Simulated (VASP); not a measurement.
# Ti (C2/m) in VASP: a series of runs

Runs on Ti. Level: PBEsol. Tasks: single point.

All numbers are computed with VASP 6.6.1; they aren't measurements. Logs are shortened: lines on timing, memory, paths and dates and some standing lists are left out, and cuts for length are marked.

### 1 The cell of the first run

The structure is monoclinic, space group C2/m (No. 12). Conventional cell: a = 5.110 Å, b = 2.950 Å, c = 4.686 Å, α = 90.00°, β = 90.00°, γ = 90.00°. Within 3.4 Å of Ti (site symmetry m) lie 12 Ti at 2.61 to 3.35 Å.

### 2 Single point, PBEsol (atom 1 (Ti) moved by (-0.450, -0.225) A along y and z)

Input file INCAR:

```
SYSTEM = Ti
PREC     = Accurate       ! precision mode
ENCUT    = 520            ! plane-wave cutoff, eV
EDIFF    = 1E-6           ! SCF threshold, eV
ISMEAR   = 0              ! smearing method
SIGMA    = 0.15           ! smearing width, eV
LREAL    = .False.        ! projectors in reciprocal space
LASPH    = .True.         ! aspherical terms in the spheres
NELM     = 60             ! most SCF steps
ALGO     = Fast           ! electronic algorithm
ISIF     = 2              ! what is computed and relaxed
LWAVE    = .False.        ! write WAVECAR
LCHARG   = .False.        ! write CHGCAR
GGA      = PS             ! functional
NBANDS   = 19             ! bands
```

Input file KPOINTS:

```
Automatic mesh
0
Gamma
  18 18 10
  0 0 0
```

Input file POSCAR:

```
Ti
1.0
    2.9499978604      0.0000000000      0.0000000000
   -1.4749989302      2.5547730882      0.0000000000
    0.0000000000      0.0000000000      4.6860000000
Ti
2
Direct
    0.2452628894      0.4905257788      0.2019846351
    0.6666666667      0.3333333333      0.7500000000
```

Potentials or basis: VASP PAW PBE potentials, release 64 (Ti_sv).

On the command line:

```
> cat potpaw_PBE.64/Ti_sv/POTCAR > POTCAR
> mpirun -np 1 vasp_std > vasp.out
```

OUTCAR:

```text
SYSTEM = Ti
   PREC = Accurate
   ENCUT = 520
   EDIFF = 1E-6
   ISMEAR = 0
   LREAL = .False.
   LASPH = .True.
   NELM = 60
   ISIF = 2
   GGA = PS

 ion  position               nearest neighbor table
   1  0.245  0.491  0.202-   2 2.61   2 2.61
   2  0.667  0.333  0.750-   1 2.61   1 2.61

  LATTYP: Found a hexagonal cell.
 ALAT       =     2.9499978604
 C/A-ratio  =     1.5884757284

  Lattice vectors:

 A1 = (   2.9499978604,   0.0000000000,   0.0000000000)
 A2 = (  -1.4749989302,   2.5547730882,   0.0000000000)
 A3 = (   0.0000000000,   0.0000000000,   4.6860000000)

Analysis of symmetry for initial positions (statically):
=====================================================================
 Subroutine PRICEL returns:
 Original cell was already a primitive cell.

 Routine SETGRP: Setting up the symmetry group for a
 hexagonal supercell.

 Subroutine GETGRP returns: Found  4 space group operations
 (whereof  2 operations were pure point group operations)
 out of a pool of 24 trial point group operations.

The static configuration has the point symmetry C_1h.
 The point group associated with its full space group is C_2h.

Analysis of symmetry for dynamics (positions and initial velocities):
=====================================================================
 Subroutine PRICEL returns:
 Original cell was already a primitive cell.

 Routine SETGRP: Setting up the symmetry group for a
 hexagonal supercell.

 Subroutine GETGRP returns: Found  4 space group operations
 (whereof  2 operations were pure point group operations)
 out of a pool of 24 trial point group operations.

The dynamic configuration has the point symmetry C_1h.
 The point group associated with its full space group is C_2h.

 Subroutine INISYM returns: Found  4 space group operations
 (whereof  2 operations are pure point group operations),
 and found     1 'primitive' translations

----------------------------------------------------------------------------------------

                                     Primitive cell

  volume of cell :      35.3164

  direct lattice vectors                    reciprocal lattice vectors
     2.949997860  0.000000000  0.000000000     0.338983297  0.195712098  0.000000000
    -1.474998930  2.554773088  0.000000000     0.000000000  0.391424195  0.000000000
     0.000000000  0.000000000  4.686000000     0.000000000  0.000000000  0.213401622

  length of vectors
     2.949997860  2.949997860  4.686000000     0.391424195  0.391424195  0.213401622

  position of ions in fractional coordinates (direct lattice)
     0.245262889  0.490525779  0.201984635
     0.666666667  0.333333333  0.750000000

  ion indices of the primitive-cell ions
   primitive index   ion index
                 1           1
                 2           2

----------------------------------------------------------------------------------------

 KPOINTS: Automatic mesh

Automatic generation of k-mesh.
 Grid dimensions read from file:
 generate k-points for:   18   18   10

 Generating k-lattice:

  Cartesian coordinates                     Fractional coordinates (reciprocal lattice)
     0.018832405  0.010872894  0.000000000     0.055555556  0.000000000  0.000000000
     0.000000000  0.021745789  0.000000000     0.000000000  0.055555556  0.000000000
     0.000000000  0.000000000  0.021340162     0.000000000  0.000000000  0.100000000

  Length of vectors
     0.021745789  0.021745789  0.021340162

  Shift w.r.t. Gamma in fractional coordinates (k-lattice)
     0.000000000  0.000000000  0.000000000

 Subroutine IBZKPT returns following result:
 ===========================================

 Found    866 irreducible k-points:

 Following reciprocal coordinates:
            Coordinates               Weight
  0.000000  0.000000  0.000000      1.000000
  0.055556  0.000000  0.000000      4.000000
  0.000000  0.055556  0.000000      2.000000
  0.111111  0.000000  0.000000      4.000000
  0.000000  0.111111  0.000000      2.000000
  0.166667  0.000000  0.000000      4.000000
[... 16 lines left out ...]
 -0.055556  0.166667  0.000000      4.000000
 -0.166667  0.111111  0.000000      4.000000
 [... further k-points ...]
   k-points           NKPTS =    866   k-points in BZ     NKDIM =    866   number of bands    NBANDS=     19
   number of dos      NEDOS =    301   number of ions     NIONS =      2
   total plane-waves  NPLWV =  20736
   dimension x,y,z NGX =    24 NGY =   24 NGZ =   36
   dimension x,y,z NGXF=    48 NGYF=   48 NGZF=   72
   ions per type =               2
   NGX,Y,Z   is equivalent  to a cutoff of  13.53, 13.53, 12.77 a.u.
   NGXF,Y,Z  is equivalent  to a cutoff of  27.05, 27.05, 25.54 a.u.
 SYSTEM =  Ti
   PREC   = accura    normal or accurate (medium, high low for compatibility)
   ISTART =      0    job   : 0-new  1-cont  2-samecut
   ICHARG =      2    charge: 1-file 2-atom 10-const
   ISPIN  =      1    spin polarized calculation?
   LNONCOLLINEAR =      F non collinear calculations
   LSORBIT =      F    spin-orbit coupling
   LASPH  =      T    aspherical Exc in radial PAW
   ENCUT  =  520.0 eV  38.22 Ry    6.18 a.u.   5.49  5.49  8.71*2*pi/ulx,y,z
   NELM   =     60;   NELMIN=  2; NELMDL= -5     # of ELM steps
   EDIFF  = 0.1E-05   stopping-criterion for ELM
   LREAL  =      F    real-space projection
   EDIFFG = 0.1E-04   stopping-criterion for IOM
   NSW    =      0    number of steps for IOM
   IBRION =     -1    ionic relax: 0-MD 1-quasi-New 2-CG
   NFREE  =      0    steps in history (QN), initial steepest desc. (CG)
   ISIF   =      2    stress and relaxation
   ISYM   =      2    0-nonsym 1-usesym 2-fastsym
   POTIM  = 0.5000    time-step for ionic-motion
   TEBEG  =    0.0;   TEEND  =   0.0 temperature during run
   PSTRESS=    0.0 pullay stress
   NELECT =      24.0000    total number of electrons
   NUPDOWN=      -1.0000    fix difference up-down
   EMIN   =  10.00;   EMAX   =-10.00  energy-range for DOS
   EFERMI =   0.00;   METHOD = LEGACY
   ISMEAR =     0;   SIGMA  =   0.15  broadening in eV -4-tet -1-fermi 0-gaus
   EFERMI_NEDOS =   21; number of points for ismear=-14 and -15
   IALGO  =     68    algorithm
   IMIX   =      4    mixing-type and parameters
     AMIX     =   0.40;   BMIX     =  1.00
     AMIX_MAG =   1.60;   BMIX_MAG =  1.00
  volume/ion in A,a.u.               =      17.66       119.16
  Fermi-wavevector in a.u.,A,eV,Ry     =   1.439306  2.719894 28.185854  2.071602
  Thomas-Fermi vector in A             =   2.558176
   LORBIT       =      0    0 simple, 1 ext, 2 COOP (PROOUT), +10 PAW based schemes
   GGA     = PS    functional components
   LHFCALC =     F    Hartree Fock is set to
   AEXX    =    0.0000 exact exchange contribution
   IVDW    =     0    specifies the selected vdW correction
   LEPSILON=     F    determine dielectric tensor
   LRPA    =     F    only Hartree local field effects (RPA)
 non-spin polarized calculation
 RMM-DIIS sequential band-by-band and
 Gauss-broadening in eV      SIGMA  =   0.15
  energy-cutoff  :      520.00
  volume of cell :       35.32
 maximum number of plane-waves:       980
 NGX is ok and might be reduce to    24
   NGX = 11   NGY = 11   NGZ = 17

 number of electron      24.0000002 magnetization

 Free energy of the ion-electron system (eV)
  ---------------------------------------------------
  ext. energy  EPLUGINS =         0.00000000
  ---------------------------------------------------
  free energy    TOTEN  =       -16.46804053 eV

  energy without entropy =      -16.43314166  energy(sigma->0) =      -16.45059109

 E-fermi :   7.9032     XC(G=0): -11.5252

 val. band max:        7.9021771566   @ k =   0.3333   0.1667   0.0000
 cond. band min:       7.9039414553   @ k =   0.2222   0.0000   0.2000
 fundamental gap:      0.0017642987
 Fermi energy:         7.9031810451

 k-point     1 :       0.0000    0.0000    0.0000
  band No.  band energies     occupation
      1     -48.5938      2.00000
      2     -48.4098      2.00000
      3     -25.3067      2.00000
      4     -24.7218      2.00000
      5     -24.5946      2.00000
      6     -24.5711      2.00000
[... 11 lines left out ...]
     18      10.4027      0.00000
     19      10.6305      0.00000

 k-point     2 :       0.0556    0.0000    0.0000
  band No.  band energies     occupation
      1     -48.5903      2.00000
      2     -48.4091      2.00000
      3     -25.2997      2.00000
      4     -24.7351      2.00000
      5     -24.6017      2.00000
      6     -24.5762      2.00000
[... 11 lines left out ...]
     18      10.4381      0.00000
     19      10.6634      0.00000

 k-point     3 :       0.0000    0.0556    0.0000
  band No.  band energies     occupation
      1     -48.5912      2.00000
      2     -48.4083      2.00000
      3     -25.3025      2.00000
      4     -24.7255      2.00000
      5     -24.6156      2.00000
      6     -24.5781      2.00000
[... 11 lines left out ...]
     18      10.5159      0.00000
     19      10.8790      0.00000

 k-point     4 :       0.1111    0.0000    0.0000
  band No.  band energies     occupation
      1     -48.5803      2.00000
      2     -48.4072      2.00000
      3     -25.2796      2.00000
      4     -24.7732      2.00000
      5     -24.6225      2.00000
      6     -24.5928      2.00000
[... 11 lines left out ...]
     18      10.3083      0.00000
     19      10.8314      0.00000

 k-point     5 :       0.0000    0.1111    0.0000
  band No.  band energies     occupation
      1     -48.5838      2.00000
      2     -48.4038      2.00000
      3     -25.2903      2.00000
      4     -24.7360      2.00000
      5     -24.6681      2.00000
      6     -24.6053      2.00000
[... 11 lines left out ...]
     18      10.4969      0.00000
     19      11.5241      0.00000
[... 334 lines left out ...]
      2     -48.4086      2.00000
      3     -25.2836      2.00000
      4     -24.7678      2.00000
      5     -24.6001      2.00000
      6     -24.5878      2.00000
[... 11 lines left out ...]
     18      10.4817      0.00000
     19      10.4918      0.00000

 k-point    22 :       0.1111    0.0556    0.0000
  band No.  band energies     occupation
      1     -48.5732      2.00000
      2     -48.4030      2.00000
      3     -25.2681      2.00000
      4     -24.7883      2.00000
      5     -24.6756      2.00000
      6     -24.6127      2.00000
[... 11 lines left out ...]
     18      10.2586      0.00000
     19      11.2049      0.00000

 k-point    23 :      -0.0556    0.1667    0.0000
  band No.  band energies     occupation
      1     -48.5759      2.00000
      2     -48.4004      2.00000
      3     -25.2762      2.00000
      4     -24.7589      2.00000
      5     -24.7046      2.00000
      6     -24.6254      2.00000
[... 11 lines left out ...]
     18      10.4073      0.00000
     19      11.5710      0.00000

 k-point    24 :      -0.1667    0.1111    0.0000
  band No.  band energies     occupation
      1     -48.5690      2.00000
      2     -48.4072      2.00000
      3     -25.2555      2.00000
      4     -24.8186      2.00000
      5     -24.6152      2.00000
      6     -24.6144      2.00000
[... 11 lines left out ...]
     18      10.2902      0.00000
     19      10.6510      0.00000

 [... further k-points ...]

------------------------ aborting loop because EDIFF is reached ----------------------------------------

  FORCE on cell =-STRESS in cart. coord.  units (eV):
  Direction    XX          YY          ZZ          XY          YZ          ZX
  --------------------------------------------------------------------------------------
  -------------------------------------------------------------------------------------
  Total       -0.6545229     -2.0069420     -0.3750879      0.0000000      0.2722225      0.0000000
  in kB      -29.6933445    -91.0477243    -17.0163876      0.0000000     12.3497524      0.0000000
  external PRESSURE =     -45.9191521 kB  Pullay stress =       0.0000000 kB

 VOLUME and BASIS-vectors are now :
 -----------------------------------------------------------------------------
  energy-cutoff  :      520.00
  volume of cell :       35.32
      direct lattice vectors                 reciprocal lattice vectors
     2.949997860  0.000000000  0.000000000     0.338983297  0.195712098  0.000000000
    -1.474998930  2.554773088  0.000000000     0.000000000  0.391424195  0.000000000
     0.000000000  0.000000000  4.686000000     0.000000000  0.000000000  0.213401622

 POSITION                                       TOTAL-FORCE (eV/Angst)
 -----------------------------------------------------------------------------------
      0.00000      1.25318      0.94650         0.000000      0.355704      0.857992
      1.47500      0.85159      3.51450        -0.000000     -0.355704     -0.857992
 -----------------------------------------------------------------------------------
    total drift:                                0.000000      0.000024     -0.000008

  FREE ENERGIE OF THE ION-ELECTRON SYSTEM (eV)
  ---------------------------------------------------
  free  energy   TOTEN  =       -16.4680405266 eV

  energy  without entropy=      -16.4331416552  energy(sigma->0) =      -16.45059109
```

Wall time 18 min (1 thread of Intel Xeon 6975P-C (Granite Rapids), shared host); peak memory 0.54 GiB.

Results:

| Item | Value |
| --- | --- |
| Free energy | -16.4680 eV |
| Pressure | -4.6 GPa |
| Largest force | 0.929 eV/Å |
| Band gap on the k mesh | zero (bands 12 and 13 overlap by 1.05 eV) |

Forces on the atoms (eV/Å):
```
Ti   0.000  0.356  0.858
Ti   0.000 -0.356 -0.858
```

Caveat: the cell differs from its parent crystal (atom 1 (Ti) moved by (-0.450, -0.225) A along y and z); the stress differs along the axes, from -9 to -2 GPa; the PAW data sets were made with another functional, which shifts forces and pressure a little.

(Continued in part 2 of 3.)
